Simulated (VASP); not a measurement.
## HfSiF: relaxation of cell and atoms with PBE

HfSiF:

```
CELL_PARAMETERS angstrom
3.24440 0.00000 0.00000
0.00000 3.24440 0.00000
0.00000 0.00000 7.72652
ATOMIC_POSITIONS crystal
Hf 0.00000 0.50000 0.38386
Hf 0.50000 0.00000 0.61614
Si 0.50000 0.00000 0.17918
Si 0.00000 0.50000 0.82082
F 0.00000 0.00000 0.50000
F 0.50000 0.50000 0.50000
```

| Item | Value |
| --- | --- |
| Program | VASP 6.6.1 |
| Task | relaxation of cell and atoms |
| Functional | PBE |
| Potentials or basis | VASP PAW PBE potentials, release 64 (Hf_pv, Si, F) |
| Cutoff | 600 eV |
| k mesh | 6 × 6 × 2 |
| Occupations | gaussian, width 0.1 eV |
| Spin | no spin polarisation |
| Dipole correction | no |
| Further INCAR settings | ALGO = Normal; EDIFF = 1e-07; IBRION = 2; EDIFFG = -0.04; NSW = 90; ISIF = 3 |

| Property | Result |
| --- | --- |
| Relaxed volume | 14.15 Å³/atom |
| Relaxed cell | a = 3.382 Å, b = 3.382 Å, c = 7.425 Å, α = 90.00°, β = 90.00°, γ = 90.00° |
| Space group after relaxing (to 0.05 Å) | P4/nmm (No. 129) |
| Energy gained by relaxing | 2637.8 meV/atom |
| Ionic steps | 40 |
| Pressure after relaxing | 0.0 GPa |
| Largest force after relaxing | 0.013 eV/Å |
| Band gap on the k mesh | zero (band 21 reaches 7.66 eV, above the bottom of band 22 at 6.01 eV) |

Forces in eV/Å, atoms in the order of the input:
```
Hf   0.000  0.000 -0.007
Hf   0.000  0.000  0.007
Si   0.000  0.000 -0.013
Si   0.000  0.000  0.013
F    0.000  0.000  0.000
F    0.000  0.000  0.000
```

Stress tensor (GPa, compression positive):
```
 0.01  0.00  0.00
 0.00  0.01  0.00
 0.00  0.00 -0.16
```

The path:
```
step  energy change (eV)  largest force (eV/Å)  pressure (GPa)  volume (Å³)
   1              0.0000               17.0660           88.35        81.33
   2              0.0936                0.8852          -25.36       203.94
   3            -11.4538                2.0239          -14.74       123.77
   4            -11.7589                2.7166          -11.78       118.38
   5            -11.8780                3.8502           -6.31       111.23
   6            -11.8839                3.7348           -6.91       111.89
   7            -13.3454                1.0947           -3.24       103.98
   8            -13.4402                0.6466           -1.27       101.92
   9            -13.4416                0.6820           -0.95       101.63
  10            -13.4992                0.8350           -0.32       100.12
  11            -13.6996                1.3749            1.66        95.64
  12            -14.2242                2.0571            7.33        87.02
  13            -13.9280                2.9492           41.72        71.06
  14            -14.3215                2.3867           14.68        81.88
  15            -14.3969                3.1415           25.10        76.37
  16            -14.3996                3.1421           25.20        76.32
  17            -14.4075                3.1434           25.49        76.18
  18            -14.4216                3.1430           26.09        75.90
  19            -14.4425                3.1285           27.34        75.33
  20            -14.4463                3.0270           30.13        74.21
  21            -14.4511                3.0814           28.98        74.65
  22            -14.4781                3.0449           28.64        74.73
  23            -14.5571                2.9357           27.61        74.98
  24            -14.7065                2.7201           25.62        75.48
  25            -14.9717                2.2977           21.89        76.49
  26            -15.3758                1.4796           15.36        78.52
  27            -15.7296                0.2479            5.57        82.70
  28            -15.7343                0.3897            4.60        83.25
  29            -15.7623                0.2824            3.68        83.61
  30            -15.8098                0.1777            1.14        84.69
  31            -15.8156                0.3157            0.08        85.18
  32            -15.8157                0.3396           -0.11        85.27
  33            -15.8186                0.2556           -0.12        85.26
  34            -15.8231                0.0998           -0.12        85.24
  35            -15.8234                0.1035           -0.12        85.23
  36            -15.8240                0.0983           -0.09        85.19
  37            -15.8255                0.0824           -0.01        85.05
  38            -15.8265                0.0434            0.16        84.78
  39            -15.8265                0.0479            0.15        84.81
  40            -15.8268                0.0126           -0.05        84.92
```

Final structure:
```
Hf Si F
1.0
     3.38183    0.00000    0.00000
     0.00000    3.38183    0.00000
     0.00000    0.00000    7.42511
Hf Si F
2 2 2
Direct
  0.00000 0.50000 0.28133
  0.50000 0.00000 0.71867
  0.50000 0.00000 0.08490
  0.00000 0.50000 0.91510
  0.00000 0.00000 0.50000
  0.50000 0.50000 0.50000
```

Levels at points of the mesh, in eV from the Fermi level:
| k point | band 18 | band 19 | band 20 | band 21 | band 22 | band 23 | band 24 | band 25 |
| --- | --- | --- | --- | --- | --- | --- | --- | --- |
| (0.00, 0.00, 0.00) | -0.88 | -0.76 | -0.76 | -0.43 | 0.74 | 2.16 | 2.16 | 3.16 |
| (0.50, 0.00, 0.00) | -3.28 | -0.70 | -0.70 | 0.20 | 0.20 | 2.56 | 2.56 | 2.72 |
| (0.50, 0.50, 0.00) | -4.97 | -2.42 | -2.42 | -0.87 | -0.87 | 3.97 | 3.97 | 4.13 |
| (0.00, 0.00, 0.50) | -0.81 | -0.81 | -0.46 | -0.22 | 0.12 | 2.39 | 2.46 | 2.46 |
| (0.50, 0.00, 0.50) | -3.36 | -0.53 | -0.53 | 0.34 | 0.34 | 2.35 | 2.35 | 2.79 |
| (0.50, 0.50, 0.50) | -4.94 | -2.02 | -2.02 | -0.92 | -0.92 | 3.67 | 3.67 | 4.70 |

Wall time 11 min on 1 thread of Intel(R) Xeon(R) 6975P-C (Granite Rapids), with other jobs on the host, peak memory 0.26 GiB.

Caveat: the k points lie up to 0.42 Å⁻¹ apart in the final cell; spin-orbit coupling is left out, which moves the levels of the heavy elements.
